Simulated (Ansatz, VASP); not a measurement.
KHf3O2: VASP beside Ansatz

INCAR

```
ALGO = Normal
EDIFF = 1E-7
ENCUT = 520
GGA = PE
ISIF = 2
ISMEAR = 0
LASPH = T
LCHARG = F
LREAL = F
LWAVE = F
NBANDS = 34
NELM = 60
PREC = Accurate
SIGMA = 0.1
```

File KPOINTS:

```
k-points
0
Gamma
  6 6 6
```

The input POSCAR:

```
KHf3O2
1.0
    2.0379572900      1.1766151900      7.5935565300
   -2.0379572900      1.1766151900      7.5935565300
    0.0000000000     -2.3532303800      7.5935565300
K Hf O
1 3 2
Direct
    0.5000000000      0.5000000000      0.5000000000
    0.0000000000      0.0000000000      0.0000000000
    0.3664707200      0.3664707200      0.3664707200
    0.6335292800      0.6335292800      0.6335292800
    0.7459748400      0.7459748400      0.7459748400
    0.2540251600      0.2540251600      0.2540251600
```

Input for Ansatz:

```yaml
crystal:
  lattice:
    - [2.03795729, 1.17661519, 7.59355653]
    - [-2.03795729, 1.17661519, 7.59355653]
    - [0.0, -2.35323038, 7.59355653]
  atoms:
    - { symbol: K, position: [0.5, 0.5, 0.5] }
    - { symbol: Hf, position: [0.0, 0.0, 0.0] }
    - { symbol: Hf, position: [0.36647072, 0.36647072, 0.36647072] }
    - { symbol: Hf, position: [0.63352928, 0.63352928, 0.63352928] }
    - { symbol: O, position: [0.74597484, 0.74597484, 0.74597484] }
    - { symbol: O, position: [0.25402516, 0.25402516, 0.25402516] }
basis:
  ecutwfc: 420
kpoints:
  mp_grid: { grid: [6, 6, 6] }
hamiltonian:
  xc: pbe
scf:
  occupations: { method: gaussian, width: 0.1 }
  lower_state_search: "off"
output:
  forces: true
  stress: true
  eigenvalues: true
```

Change from the starting cell: species swapped into the NaCu3Te2 type (R-3m, No. 166).

Alike in both runs: task single point; functional PBE; k mesh 6 × 6 × 6; occupations gaussian, width 0.1 eV; no spin polarisation.

|  | VASP | Ansatz |
| --- | --- | --- |
| version | VASP 6.6.1 | Ansatz 0.2.0 |
| potentials or method | VASP PAW PBE potentials, release 64 (K_sv, Hf_pv, O), cutoff 520 eV | scalar-relativistic, plane waves, PAW |
| valence electrons in the cell | 51 | 99 |

VASP gave:

```
gap on the k mesh at the Fermi level (eV)                     : none
pressure (GPa)                                                : 21.6
traceless stress, the component that is largest in VASP (GPa) : -15.83
rms of the force components (eV/Å)                            : 0.946
```

**Question.** What did Ansatz give for the same quantities?

**Answer.** gap on the k mesh at the Fermi level (eV): none; pressure (GPa): 22.5; traceless stress, the component that is largest in VASP (GPa): -16.18; rms of the force components (eV/Å): 0.960.

Atom by atom the forces differ by 0.037 eV/Å (rms over components). A gap of «none» marks a metal or a gap that the smearing closes. With one functional, cell and mesh, what is left measures potentials, basis and numerics. VASP's potentials hold 51 valence electrons a cell and Ansatz's 99, so a difference there can come from the potentials and not from the codes.

Neither program's run includes spin-orbit coupling.
